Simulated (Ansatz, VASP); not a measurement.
## SrTiO3 in VASP and in Ansatz

File INCAR:

```
SYSTEM = SrTiO3
PREC     = Accurate       ! precision mode
ENCUT    = 520            ! plane-wave cutoff, eV
EDIFF    = 1E-6           ! SCF threshold, eV
ISMEAR   = -1             ! smearing method
SIGMA    = 0.05           ! smearing width, eV
LREAL    = .False.        ! projectors in reciprocal space
LASPH    = .True.         ! aspherical terms in the spheres
NELM     = 60             ! most SCF steps
ALGO     = Normal         ! electronic algorithm
ISIF     = 2              ! what is computed and relaxed
LWAVE    = .False.        ! write WAVECAR
LCHARG   = .False.        ! write CHGCAR
GGA      = PS             ! functional
NBANDS   = 28             ! bands
```

File KPOINTS:

```
Automatic mesh
0
Gamma
  7 7 7
  0 0 0
```

File POSCAR:

```
SrTiO3
1.0
    3.9050000000      0.0585750000      0.0585750000
    0.0585750000      3.9050000000      0.0585750000
    0.0585750000      0.0585750000      3.9050000000
Sr Ti O
1 1 3
Direct
    0.0000000000      0.0000000000      0.0000000000
    0.5000000000      0.5000000000      0.5000000000
    0.0000000000      0.5000000000      0.5000000000
    0.5000000000      0.0000000000      0.5000000000
    0.5000000000      0.5000000000      0.0000000000
```

Input for Ansatz:

```yaml
crystal:
  lattice:
    - [3.905, 0.058575, 0.058575]
    - [0.058575, 3.905, 0.058575]
    - [0.058575, 0.058575, 3.905]
  atoms:
    - { symbol: Sr, position: [0.0, 0.0, 0.0] }
    - { symbol: Ti, position: [0.5, 0.5, 0.5] }
    - { symbol: O, position: [0.0, 0.5, 0.5] }
    - { symbol: O, position: [0.5, 0.0, 0.5] }
    - { symbol: O, position: [0.5, 0.5, 0.0] }
kpoints:
  mp_grid: { grid: [7, 7, 7] }
  band_path:
    path:
      - [0.0, 0.0, 0.0]
      - [0.5, 0.5, 0.5]
      - [0.5284899614, 0.4715100386, 0.5]
      - [0.5, -0.4715100386, 0.4715100386]
      - [0.5, 0.0, 0.0]
      - [0.0, 0.0, 0.0]
      - [0.4857550193, -0.4857550193, 0.0]
      - [0.5142449807, 0.0, 0.4857550193]
      - [0.5, 0.0, 0.5]
    npoints: 5
scf:
  occupations: { method: fermi_dirac, width: 0.05 }
hamiltonian:
  xc: pbesol
  pseudopotentials: { kind: all_electron, lapw: { basis_error: 0.001 } }
output:
  forces: true
  stress: true
  eigenvalues: true
```

Change from the starting cell: equal xy, yz and zx shear strains of +3 %.

Alike in both runs: task single point; functional PBEsol; k mesh 7 × 7 × 7; occupations fermi-dirac, width 0.05 eV; no spin polarisation.

|  | VASP | Ansatz |
| --- | --- | --- |
| version | VASP 6.6.1 | Ansatz 0.2.0 |
| potentials or method | VASP PAW PBE potentials, release 64 (Sr_sv, Ti_sv, O), cutoff 520 eV | all-electron LAPW, scalar-relativistic |

VASP gave:

| Item | Value |
| --- | --- |
| pressure (GPa) | -1.1 |
| traceless stress, the component that is largest in VASP (GPa) | -3.33 |

Problem. Which values does Ansatz return?

Solution. Pressure (GPa): -1.7; traceless stress, the component that is largest in VASP (GPa): -3.32.

VASP's potentials were made for PBE, not for PBEsol. Ansatz ran all-electron here, and VASP with PAW potentials.
